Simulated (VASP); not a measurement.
# PbS in VASP: notebook

The runs below take PbS through single point, with pbesol exchange, lyp correlation.

Program: VASP 6.6.1. These are calculated values, not measurements. Logs are shortened: lines on timing, memory, paths and dates and some standing lists are left out, and cuts for length are marked.

## 1. The cell of the first run

The cell holds a slab with vacuum, 4 atoms: a = 11.298 Å, b = 4.250 Å, c = 4.250 Å, α = 89.97°, β = 90.00°, γ = 90.00°.

## 2. Single point, pbesol exchange, lyp correlation

INCAR reads:

```
PREC = Accurate
ENCUT = 500
EDIFF = 1E-6
ISMEAR = 0
SIGMA = 0.01
LREAL = F
LASPH = T
NELM = 120
ALGO = Normal
ISIF = 2
LWAVE = F
LCHARG = F
GGA = LIBXC
LIBXC1 = GGA_X_PBE_SOL
LIBXC2 = GGA_C_LYP
NBANDS = 28
GGA_COMPAT = F
```

KPOINTS reads:

```
regular mesh
0
Gamma
  1 2 2
```

POSCAR reads:

```
PbS
1.0
   11.2982770000      0.0000000000      0.0000000000
    0.0000000000      4.2501050000      0.0000000000
    0.0000000000      0.0025539596      4.2501042326
Pb S
2 2
Direct
    0.6245814000      0.2566380300      0.7566380300
    0.3754186000      0.7566380300      0.2566380300
    0.6136752500      0.7643619700      0.2643619700
    0.3863247500      0.2643619700      0.7643619700
```

Potentials or basis: VASP PAW PBE potentials, release 64 (Pb_d, S).

Launch:

```
$ cat potpaw_PBE.64/Pb_d/POTCAR potpaw_PBE.64/S/POTCAR > POTCAR
$ mpirun -np 1 vasp_std > vasp.out
```

OUTCAR:

```text
PREC = Accurate
   ENCUT = 500
   EDIFF = 1E-6
   ISMEAR = 0
   LREAL = F
   LASPH = T
   NELM = 120
   ISIF = 2
   GGA = LIBXC

 ion  position               nearest neighbor table
   1  0.625  0.257  0.757-   4 2.69   3 2.96   3 3.01   3 3.01   3 3.06   2 4.12   2 4.12   2 4.12
                             2 4.12
   2  0.375  0.757  0.257-   3 2.69   4 2.96   4 3.01   4 3.01   4 3.06   1 4.12   1 4.12   1 4.12
                             1 4.12
   3  0.614  0.764  0.264-   2 2.69   1 2.96   1 3.01   1 3.01   1 3.06
   4  0.386  0.264  0.764-   1 2.69   2 2.96   2 3.01   2 3.01   2 3.06

  LATTYP: Found a base centered orthorhombic cell.
 ALAT       =     6.0087499389
 B/A-ratio  =     1.0006010975
 C/A-ratio  =     1.8803040757

  Lattice vectors:

 A1 = (   0.0000000000,  -0.0025539596,  -4.2501042326)
 A2 = (   0.0000000000,   4.2501050000,   0.0000000000)
 A3 = (  11.2982770000,   0.0000000000,   0.0000000000)

Analysis of symmetry for initial positions (statically):
=====================================================================
 Subroutine PRICEL returns:
 Original cell was already a primitive cell.

 Routine SETGRP: Setting up the symmetry group for a
 base centered orthorhombic supercell.

 Subroutine GETGRP returns: Found  4 space group operations
 (whereof  2 operations were pure point group operations)
 out of a pool of  8 trial point group operations.

The static configuration has the point symmetry C_2 .
 The point group associated with its full space group is C_2v.

Analysis of symmetry for dynamics (positions and initial velocities):
=====================================================================
 Subroutine PRICEL returns:
 Original cell was already a primitive cell.

 Routine SETGRP: Setting up the symmetry group for a
 base centered orthorhombic supercell.

 Subroutine GETGRP returns: Found  4 space group operations
 (whereof  2 operations were pure point group operations)
 out of a pool of  8 trial point group operations.

The dynamic configuration has the point symmetry C_2 .
 The point group associated with its full space group is C_2v.

 Subroutine INISYM returns: Found  4 space group operations
 (whereof  2 operations are pure point group operations),
 and found     1 'primitive' translations

----------------------------------------------------------------------------------------

                                     Primitive cell

  volume of cell :     204.0852

  direct lattice vectors                    reciprocal lattice vectors
    11.298277000  0.000000000  0.000000000     0.088509071  0.000000000  0.000000000
     0.000000000  4.250105000  0.000000000     0.000000000  0.235288305 -0.000141389
     0.000000000  0.002553960  4.250104233     0.000000000  0.000000000  0.235288347

  length of vectors
    11.298277000  4.250105000  4.250105000     0.088509071  0.235288347  0.235288347

  position of ions in fractional coordinates (direct lattice)
     0.624581400  0.256638030  0.756638030
     0.375418600  0.756638030  0.256638030
     0.613675250  0.764361970  0.264361970
     0.386324750  0.264361970  0.764361970

  ion indices of the primitive-cell ions
   primitive index   ion index
                 1           1
                 2           2
                 3           3
                 4           4

----------------------------------------------------------------------------------------

 KPOINTS: regular mesh

Automatic generation of k-mesh.
 Grid dimensions read from file:
 generate k-points for:    1    2    2

 Generating k-lattice:

  Cartesian coordinates                     Fractional coordinates (reciprocal lattice)
     0.088509071  0.000000000  0.000000000     1.000000000  0.000000000  0.000000000
     0.000000000  0.117644152 -0.000070694     0.000000000  0.500000000  0.000000000
     0.000000000  0.000000000  0.117644174     0.000000000  0.000000000  0.500000000

  Length of vectors
     0.088509071  0.117644174  0.117644174

  Shift w.r.t. Gamma in fractional coordinates (k-lattice)
     0.000000000  0.000000000  0.000000000

 Subroutine IBZKPT returns following result:
 ===========================================

 Found      3 irreducible k-points:

 Following reciprocal coordinates:
            Coordinates               Weight
  0.000000  0.000000  0.000000      1.000000
  0.000000  0.500000  0.000000      2.000000
  0.000000  0.500000  0.500000      1.000000
   k-points           NKPTS =      3   k-points in BZ     NKDIM =      3   number of bands    NBANDS=     28
   number of dos      NEDOS =    301   number of ions     NIONS =      4
   total plane-waves  NPLWV =  86016
   dimension x,y,z NGX =    84 NGY =   32 NGZ =   32
   dimension x,y,z NGXF=   168 NGYF=   64 NGZF=   64
   ions per type =               2   2
   NGX,Y,Z   is equivalent  to a cutoff of  12.36, 12.52, 12.52 a.u.
   NGXF,Y,Z  is equivalent  to a cutoff of  24.72, 25.03, 25.03 a.u.
 SYSTEM =  unknown system
   PREC   = accura    normal or accurate (medium, high low for compatibility)
   ISTART =      0    job   : 0-new  1-cont  2-samecut
   ICHARG =      2    charge: 1-file 2-atom 10-const
   ISPIN  =      1    spin polarized calculation?
   LNONCOLLINEAR =      F non collinear calculations
   LSORBIT =      F    spin-orbit coupling
   LASPH  =      T    aspherical Exc in radial PAW
   ENCUT  =  500.0 eV  36.75 Ry    6.06 a.u.  20.60  7.75  7.75*2*pi/ulx,y,z
   NELM   =    120;   NELMIN=  2; NELMDL= -5     # of ELM steps
   EDIFF  = 0.1E-05   stopping-criterion for ELM
   LREAL  =      F    real-space projection
   EDIFFG = 0.1E-04   stopping-criterion for IOM
   NSW    =      0    number of steps for IOM
   IBRION =     -1    ionic relax: 0-MD 1-quasi-New 2-CG
   NFREE  =      0    steps in history (QN), initial steepest desc. (CG)
   ISIF   =      2    stress and relaxation
   ISYM   =      2    0-nonsym 1-usesym 2-fastsym
   POTIM  = 0.5000    time-step for ionic-motion
   TEBEG  =    0.0;   TEEND  =   0.0 temperature during run
   PSTRESS=    0.0 pullay stress
   NELECT =      40.0000    total number of electrons
   NUPDOWN=      -1.0000    fix difference up-down
   EMIN   =  10.00;   EMAX   =-10.00  energy-range for DOS
   EFERMI =   0.00;   METHOD = LEGACY
   ISMEAR =     0;   SIGMA  =   0.01  broadening in eV -4-tet -1-fermi 0-gaus
   EFERMI_NEDOS =   21; number of points for ismear=-14 and -15
   IALGO  =     38    algorithm
   IMIX   =      4    mixing-type and parameters
     AMIX     =   0.40;   BMIX     =  1.00
     AMIX_MAG =   1.60;   BMIX_MAG =  1.00
  volume/ion in A,a.u.               =      51.02       344.31
  Fermi-wavevector in a.u.,A,eV,Ry     =   0.950950  1.797035 12.303828  0.904306
  Thomas-Fermi vector in A             =   2.079375
   LORBIT       =      0    0 simple, 1 ext, 2 COOP (PROOUT), +10 PAW based schemes
   GGA     = LIBXC    functional components
   LHFCALC =     F    Hartree Fock is set to
   AEXX    =    0.0000 exact exchange contribution
   IVDW    =     0    specifies the selected vdW correction
   LEPSILON=     F    determine dielectric tensor
   LRPA    =     F    only Hartree local field effects (RPA)
 non-spin polarized calculation
 Gauss-broadening in eV      SIGMA  =   0.01
  energy-cutoff  :      500.00
  volume of cell :      204.09
 maximum number of plane-waves:      5204
 NGX is ok and might be reduce to    84
   NGX = 41   NGY = 15   NGZ = 15

 number of electron      39.9999997 magnetization

 Free energy of the ion-electron system (eV)
  ---------------------------------------------------
  ext. energy  EPLUGINS =         0.00000000
  ---------------------------------------------------
  free energy    TOTEN  =       -16.26035655 eV

  energy without entropy =      -16.26035655  energy(sigma->0) =      -16.26035655

 E-fermi :   0.6190     XC(G=0):  -5.7151

 val. band max:        0.5219178919   @ k =   0.0000   0.5000   0.0000
 cond. band min:       2.4994696787   @ k =   0.0000   0.5000   0.0000
 fundamental gap:      1.9775517868
 Fermi energy:         0.6189506882

 k-point     1 :       0.0000    0.0000    0.0000
  band No.  band energies     occupation
      1     -15.5923      2.00000
      2     -15.5425      2.00000
      3     -15.5252      2.00000
      4     -15.5057      2.00000
      5     -15.4864      2.00000
      6     -15.4758      2.00000
      7     -15.4661      2.00000
      8     -15.4656      2.00000
      9     -15.4257      2.00000
     10     -15.4254      2.00000
     11     -11.8862      2.00000
     12     -10.4444      2.00000
     13      -6.4409      2.00000
     14      -5.0666      2.00000
     15      -2.3808      2.00000
     16      -1.7524      2.00000
     17      -1.7500      2.00000
     18      -0.6896      2.00000
     19      -0.6883      2.00000
     20       0.3987      2.00000
     21       2.6180      0.00000
     22       4.0402      0.00000
     23       5.6307      0.00000
     24       5.7908      0.00000
     25       5.7970      0.00000
     26       6.0553      0.00000
     27       6.7358      0.00000
     28       6.7734      0.00000

 k-point     2 :       0.0000    0.5000    0.0000
  band No.  band energies     occupation
      1     -15.5265      2.00000
      2     -15.5265      2.00000
      3     -15.5228      2.00000
      4     -15.5228      2.00000
      5     -15.4912      2.00000
      6     -15.4912      2.00000
      7     -15.4529      2.00000
      8     -15.4529      2.00000
      9     -15.4389      2.00000
     10     -15.4389      2.00000
     11     -10.7867      2.00000
     12     -10.7867      2.00000
     13      -7.0960      2.00000
     14      -7.0960      2.00000
     15      -1.0814      2.00000
     16      -1.0814      2.00000
     17      -0.3125      2.00000
     18      -0.3125      2.00000
     19       0.5219      2.00000
     20       0.5219      2.00000
     21       2.4995      0.00000
     22       2.4995      0.00000
     23       3.5222      0.00000
     24       3.5222      0.00000
     25       3.9720      0.00000
     26       3.9720      0.00000
     27       6.1808      0.00000
     28       6.1808      0.00000

 k-point     3 :       0.0000    0.5000    0.5000
  band No.  band energies     occupation
      1     -15.6168      2.00000
      2     -15.6167      2.00000
      3     -15.4850      2.00000
      4     -15.4848      2.00000
      5     -15.4707      2.00000
      6     -15.4707      2.00000
      7     -15.4627      2.00000
      8     -15.4625      2.00000
      9     -15.4289      2.00000
     10     -15.4286      2.00000
     11     -10.3665      2.00000
     12     -10.3663      2.00000
     13      -6.3179      2.00000
     14      -6.3119      2.00000
     15      -3.3800      2.00000
     16      -3.3715      2.00000
     17      -2.0360      2.00000
     18      -2.0348      2.00000
     19      -0.7227      2.00000
     20      -0.7181      2.00000
     21       4.6250      0.00000
     22       4.6325      0.00000
     23       5.7263      0.00000
     24       5.7290      0.00000
     25       6.1078      0.00000
     26       6.1130      0.00000
     27       6.9022      0.00000
     28       6.9042      0.00000

------------------------ aborting loop because EDIFF is reached ----------------------------------------

  FORCE on cell =-STRESS in cart. coord.  units (eV):
  Direction    XX          YY          ZZ          XY          YZ          ZX
  --------------------------------------------------------------------------------------
  -------------------------------------------------------------------------------------
  Total       -2.9266496      2.5910153      2.5910096      0.0000000      0.0047669     -0.0000000
  in kB      -22.9757584     20.3408503     20.3408053      0.0000000      0.0374229     -0.0000000
  external PRESSURE =       5.9019657 kB  Pullay stress =       0.0000000 kB

 VOLUME and BASIS-vectors are now :
 -----------------------------------------------------------------------------
  energy-cutoff  :      500.00
  volume of cell :      204.09
      direct lattice vectors                 reciprocal lattice vectors
    11.298277000  0.000000000  0.000000000     0.088509071  0.000000000  0.000000000
     0.000000000  4.250105000  0.000000000     0.000000000  0.235288305 -0.000141389
     0.000000000  0.002553960  4.250104233     0.000000000  0.000000000  0.235288347

 POSITION                                       TOTAL-FORCE (eV/Angst)
 -----------------------------------------------------------------------------------
      7.05669      1.09267      3.21579        -0.146655     -0.063335     -0.063297
      4.24158      3.21645      1.09074         0.146655     -0.063335     -0.063297
      6.93347      3.24929      1.12357        -0.938760      0.063335      0.063297
      4.36480      1.12552      3.24862         0.938760      0.063335      0.063297
 -----------------------------------------------------------------------------------
    total drift:                                0.000000     -0.000346     -0.000344

  FREE ENERGIE OF THE ION-ELECTRON SYSTEM (eV)
  ---------------------------------------------------
  free  energy   TOTEN  =       -16.2603565500 eV

  energy  without entropy=      -16.2603565500  energy(sigma->0) =      -16.26035655
```

Run time: 30 s. Hardware: 1 thread of Intel Xeon Platinum 8488C (Sapphire Rapids), shared host; peak memory 0.27 GiB.

Results:

| Quantity | Value |
| --- | --- |
| Free energy | -16.2604 eV |
| Largest force | 0.943 eV/Å |
| Band gap on the k mesh | 1.98 eV |

Forces on the atoms (eV/Å):
```
Pb  -0.147 -0.063 -0.063
Pb   0.147 -0.063 -0.063
S   -0.939  0.063  0.063
S    0.939  0.063  0.063
```

Caveat: the k points lie up to 0.74 Å⁻¹ apart; the PAW data sets were made with another functional, which shifts forces and pressure a little; spin-orbit coupling is left out, which moves the levels of the heavy elements.

## 3. Single point, pbesol exchange, lyp correlation

INCAR reads:

```
SYSTEM = PbS
PREC = Accurate
ENCUT = 500
EDIFF = 1E-6
ISMEAR = 0
SIGMA = 0.01
LREAL = .False.
LASPH = .True.
NELM = 120
ALGO = Normal
ISIF = 2
LWAVE = .False.
LCHARG = .True.
GGA = LIBXC
LIBXC1 = GGA_X_PBE_SOL
LIBXC2 = GGA_C_LYP
LELF = .True.
LVHAR = .True.
NBANDS = 28
GGA_COMPAT = .False.
```

KPOINTS reads:

```
Automatic mesh
0
Gamma
  1 3 3
  0 0 0
```

POSCAR is that of step 2.

Potentials or basis: VASP PAW PBE potentials, release 64 (Pb_d, S).

Launch:

```
$ cat potpaw_PBE.64/Pb_d/POTCAR potpaw_PBE.64/S/POTCAR > POTCAR
$ mpirun -np 1 vasp_std > vasp.out
```

It took 32 s on 1 thread of Intel Xeon Platinum 8488C (Sapphire Rapids), shared host; peak memory 0.27 GiB.

Results (log left out):

| Quantity | Value |
| --- | --- |
| Free energy | -17.0947 eV |
| Largest force | 0.235 eV/Å |
| Band gap on the k mesh | 2.15 eV (least direct gap 2.24 eV) |

Forces on the atoms (eV/Å):
```
Pb   0.051  0.000  0.000
Pb  -0.051  0.000  0.000
S    0.235  0.000  0.000
S   -0.235  0.000  0.000
```

Levels at points of the mesh, in eV from the valence-band top:
| k point | band 17 | band 18 | band 19 | band 20 | band 21 | band 22 | band 23 | band 24 |
| --- | --- | --- | --- | --- | --- | --- | --- | --- |
| (0.00, 0.00, 0.00) | -2.28 | -1.22 | -1.22 | -0.14 | 2.15 | 3.57 | 5.14 | 5.32 |

Caveat: the k points lie up to 0.49 Å⁻¹ apart; the PAW data sets were made with another functional, which shifts forces and pressure a little; spin-orbit coupling is left out, which moves the levels of the heavy elements.

## 4. Single point, pbesol exchange, lyp correlation

INCAR reads:

```
SYSTEM = PbS
PREC = Accurate ; ENCUT = 500
EDIFF = 1E-6 ; ISMEAR = 0
SIGMA = 0.01 ; LREAL = .FALSE.
LASPH = .TRUE. ; NELM = 120
ALGO = Normal ; ISIF = 2
LWAVE = .FALSE. ; LCHARG = .FALSE.
GGA = LIBXC ; LIBXC1 = GGA_X_PBE_SOL
LIBXC2 = GGA_C_LYP ; NBANDS = 28
GGA_COMPAT = .FALSE.
```

KPOINTS reads:

```
Automatic mesh
0
G
  2 3 3
  0 0 0
```

POSCAR is that of step 3.

Launch:

```
$ cat potpaw_PBE.64/Pb_d/POTCAR potpaw_PBE.64/S/POTCAR > POTCAR
$ mpirun -np 1 vasp_std > vasp.out
```

Wall time 40 s (1 thread of Intel Xeon Platinum 8488C (Sapphire Rapids), shared host); peak memory 0.28 GiB.

The run converged. Its results:

* Free energy: -17.0912 eV
* Largest force: 0.234 eV/Å
* Band gap on the k mesh: 1.94 eV (least direct gap 2.08 eV)

Forces in eV/Å, atoms in the order of the input:
```
Pb   0.048  0.000  0.000
Pb  -0.048  0.000  0.000
S    0.234  0.000  0.000
S   -0.234  0.000  0.000
```

Levels at points of the mesh, in eV from the valence-band top:
| k point | band 17 | band 18 | band 19 | band 20 | band 21 | band 22 | band 23 | band 24 |
| --- | --- | --- | --- | --- | --- | --- | --- | --- |
| (0.00, 0.00, 0.00) | -2.28 | -1.22 | -1.22 | -0.14 | 2.15 | 3.56 | 5.14 | 5.32 |
| (0.50, 0.00, 0.00) | -2.28 | -1.22 | -1.22 | -0.14 | 1.94 | 4.57 | 4.92 | 5.14 |

Caveat: the k points lie up to 0.49 Å⁻¹ apart; the PAW data sets were made with another functional, which shifts forces and pressure a little; spin-orbit coupling is left out, which moves the levels of the heavy elements.

## 5. Single point, pbesol exchange, lyp correlation

INCAR reads:

```
  PREC = Accurate
  ENCUT = 500
  EDIFF = 1E-6
  ISMEAR = 0
  SIGMA = 0.01
  LREAL = False
  LASPH = True
  NELM = 120
  ALGO = Normal
  ISIF = 2
  LWAVE = False
  LCHARG = False
  GGA = LIBXC
  LIBXC1 = GGA_X_PBE_SOL
  LIBXC2 = GGA_C_LYP
  NBANDS = 28
  GGA_COMPAT = False
```

KPOINTS reads:

```
Automatic mesh
0
Gamma
  2 4 4
```

POSCAR is that of step 4.

Launch:

```
$ cat potpaw_PBE.64/Pb_d/POTCAR potpaw_PBE.64/S/POTCAR > POTCAR
$ mpirun -np 1 vasp_std > vasp.out
```

It took 62 s on 1 thread of Intel Xeon Platinum 8488C (Sapphire Rapids), shared host; peak memory 0.3 GiB.

The run converged. Its results:

```
Free energy            : -17.0371 eV
Largest force          : 0.051 eV/Å
Band gap on the k mesh : 1.94 eV (least direct gap 2.03 eV)
```

Forces in eV/Å, atoms in the order of the input:
```
Pb   0.013 -0.001 -0.001
Pb  -0.013 -0.001 -0.001
S   -0.051  0.001  0.001
S    0.051  0.001  0.001
```

Levels at points of the mesh, in eV from the valence-band top:
```tsv
k point	band 16	band 17	band 18	band 19	band 20	band 21	band 22	band 23	band 24	band 25
(0.00, 0.00, 0.00)	-2.28	-2.28	-1.22	-1.22	-0.14	2.15	3.56	5.15	5.33	5.33
(0.50, 0.00, 0.00)	-2.28	-2.28	-1.22	-1.22	-0.14	1.94	4.57	4.92	5.15	5.33
(0.00, 0.50, 0.00)	-1.61	-0.86	-0.86	0.00	0.00	2.03	2.03	3.08	3.08	3.50
(0.50, 0.50, 0.00)	-1.61	-0.86	-0.86	0.00	0.00	2.03	2.03	3.08	3.08	3.44
(0.00, 0.50, 0.50)	-3.88	-2.54	-2.54	-1.25	-1.24	4.15	4.15	5.23	5.23	5.64
(0.50, 0.50, 0.50)	-3.88	-2.54	-2.54	-1.25	-1.24	4.11	4.12	5.18	5.19	5.75
```

Caveat: the PAW data sets were made with another functional, which shifts forces and pressure a little; spin-orbit coupling is left out, which moves the levels of the heavy elements.

## 6. Single point, pbesol exchange, lyp correlation

INCAR reads:

```
PREC = Accurate ; ENCUT = 500
EDIFF = 1E-6 ; ISMEAR = 0
SIGMA = 0.01 ; LREAL = F
LASPH = T ; NELM = 120
ALGO = Normal ; ISIF = 2
LWAVE = F ; LCHARG = F
GGA = LIBXC ; LIBXC1 = GGA_X_PBE_SOL
LIBXC2 = GGA_C_LYP ; NBANDS = 28
GGA_COMPAT = F
```

KPOINTS reads:

```
regular mesh
0
Gamma
  2 5 5
```

POSCAR is that of step 5.

Potentials or basis: VASP PAW PBE potentials, release 64 (Pb_d, S).

Launch:

```
$ cat potpaw_PBE.64/Pb_d/POTCAR potpaw_PBE.64/S/POTCAR > POTCAR
$ mpirun -np 1 vasp_std > vasp.out
```

It took 81 s on 1 thread of Intel Xeon Platinum 8488C (Sapphire Rapids), shared host; peak memory 0.32 GiB.

The run converged. Its results:

* Free energy: -17.0265 eV
* Largest force: 0.032 eV/Å
* Band gap on the k mesh: 1.67 eV

Forces in eV/Å, atoms in the order of the input:
```
Pb   0.032  0.000  0.000
Pb  -0.032  0.000  0.000
S    0.025  0.000  0.000
S   -0.025  0.000  0.000
```

Levels at points of the mesh, in eV from the valence-band top:
```
           k point  band 17  band 18  band 19  band 20  band 21  band 22  band 23  band 24
(0.00, 0.00, 0.00)    -2.48    -1.42    -1.42    -0.34     1.95     3.35     4.94     5.12
(0.50, 0.00, 0.00)    -2.48    -1.42    -1.42    -0.34     1.73     4.37     4.71     4.94
```

Caveat: the PAW data sets were made with another functional, which shifts forces and pressure a little; spin-orbit coupling is left out, which moves the levels of the heavy elements.

(Continued in part 2 of 2.)
